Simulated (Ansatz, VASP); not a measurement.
## One calculation of O, two programs

```
O
1.0
     2.81287   -1.63995    0.00000
     2.81287    1.63995    0.00000
    -2.36213    0.00000    3.59776
O
2
Cartesian
  3.4879 0.0000 3.0380
  -0.2243 0.0000 0.5597
```

Change from the starting cell: volume scaled by 0.96.

Alike in both runs: task single point; functional LDA; k mesh 10 × 10 × 7; occupations fermi-dirac, width 0.05 eV; no spin polarisation.

|  | VASP | Ansatz |
| --- | --- | --- |
| version | VASP 6.6.1 | Ansatz 0.2.0 |
| potentials or method | VASP PAW LDA potentials, release 64 (O), cutoff 520 eV | all-electron LAPW, scalar-relativistic |

Ansatz gave:

```
gap on the k mesh at the Fermi level (eV)                     : none
pressure (GPa)                                                : -4.3
traceless stress, the component that is largest in VASP (GPa) : -1.46
rms of the force components (eV/Å)                            : 0.125
```

**Question.** What did VASP give for the same quantities?

**Answer.** gap on the k mesh at the Fermi level (eV): none; pressure (GPa): -1.9; traceless stress, the component that is largest in VASP (GPa): -4.21; rms of the force components (eV/Å): 0.753.

LDA's correlation is that of Perdew and Zunger in VASP and of Perdew and Wang (1992) in Ansatz. Atom by atom the forces differ by 0.827 eV/Å (rms over components). A gap of «none» marks a metal or a gap that the smearing closes. Ansatz ran all-electron here, and VASP with PAW potentials.

Noted on VASP's run: the standard files for N, O and F lose accuracy on very short bonds; spin is off for a triplet molecule. Noted on Ansatz's run: spin is off for a triplet molecule.
